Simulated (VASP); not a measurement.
HfO2, 12 atoms in the cell. It takes space group Pca2_1 (No. 29, orthorhombic). Conventional cell: a = 5.332 Å, b = 5.094 Å, c = 5.129 Å, α = 90.00°, β = 90.00°, γ = 90.00°. Within 2.7 Å of Hf (site symmetry 1) lie 7 O at 2.05 to 2.32 Å. O (site symmetry 1) has 3 Hf at 2.05 to 2.17 Å and 1 O at 2.56 Å within 2.7 Å. Within 2.8 Å of O (site symmetry 1) lie 4 Hf at 2.14 to 2.32 Å and 5 O at 2.56 to 2.69 Å. 

```yaml
Program: VASP 6.6.1
Task: single point
Functional: revPBE
Potentials_or_basis: VASP PAW PBE potentials, release 64 (Hf_pv, O)
Cutoff: 520 eV
k_mesh: 5 × 6 × 5
Occupations: fermi-dirac, width 0.05 eV
Spin: no spin polarisation
Dipole_correction: no
Further_INCAR_settings: ALGO = Normal; EDIFF = 1e-06; NBANDS = 56
```

Potentials or basis: VASP PAW PBE potentials, release 64 (Hf_pv, O).

Command:

```sh
$ cat potpaw_PBE.64/Hf_pv/POTCAR potpaw_PBE.64/O/POTCAR > POTCAR
$ mpirun -np 1 vasp_std > vasp.out
```

Hardware: 1 thread of Oxide Virtual Turin-like Processor, with other jobs on the host.

Estimate the wall time of this run.

Run time: 4.2 min on 1 thread of Oxide Virtual Turin-like Processor, with other jobs on the host, peak memory 0.33 GiB. Counts: scf iterations 16, k points 36.
